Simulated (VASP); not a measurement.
CdS:

```xyz
2
Lattice="4.2612 0.0000 0.0000 -2.1306 3.6903 0.0000 0.0000 0.0000 5.8042" Properties=species:S:1:pos:R:3 pbc="T T T"
Cd    0.0000    0.0000    2.5695
S     2.1306    1.2301    2.5208
```

* Program: VASP 6.6.1
* Task: relaxation of cell and atoms
* Functional: BLYP
* Potentials or basis: VASP PAW PBE potentials, release 64 (Cd, S)
* Cutoff: 600 eV
* k mesh: 7 × 7 × 5
* Occupations: fermi-dirac, width 0.05 eV
* Spin: no spin polarisation

At the start: pressure 1.3 GPa; volume 45.64 Å³/atom.

Problem. Where does the relaxation end?

Solution. Over 10 steps the energy falls by 10.2 meV/atom and the volume is 52.71 Å³/atom (+15.5 %); space group P-6m2 (No. 187, to 0.1 Å) before, P3m1 (No. 156, to 0.1 Å).

The path:
```
step  energy change (eV)  largest force (eV/Å)  pressure (GPa)  volume (Å³)
   1              0.0000                0.0112            1.29        91.27
   2             -0.0091                0.0057           -0.70        96.19
   3             -0.0160                0.0004            0.03        94.17
   4             -0.0160                0.0007            0.04        94.11
   5             -0.0161                0.0006            0.05        94.24
   6             -0.0163                0.0005            0.06        94.60
   7             -0.0168                0.0004            0.04        95.32
   8             -0.0176                0.0001            0.04        96.76
   9             -0.0189                0.0005            0.04        99.65
  10             -0.0205                0.0017            0.03       105.43
```

Final structure:
```
Cd S
1.0
     4.32573    0.00000    0.00000
    -2.16287    3.74619    0.00000
     0.00000    0.00000    6.50598
Cd S
1 1
Cartesian
  0.0000 0.0000 2.8832
  2.1629 1.2487 2.8225
```

Caveat: the volume moved by over 15 % at a fixed basis, so the end points are rough; the PAW data sets were made with another functional, which shifts forces and pressure a little.
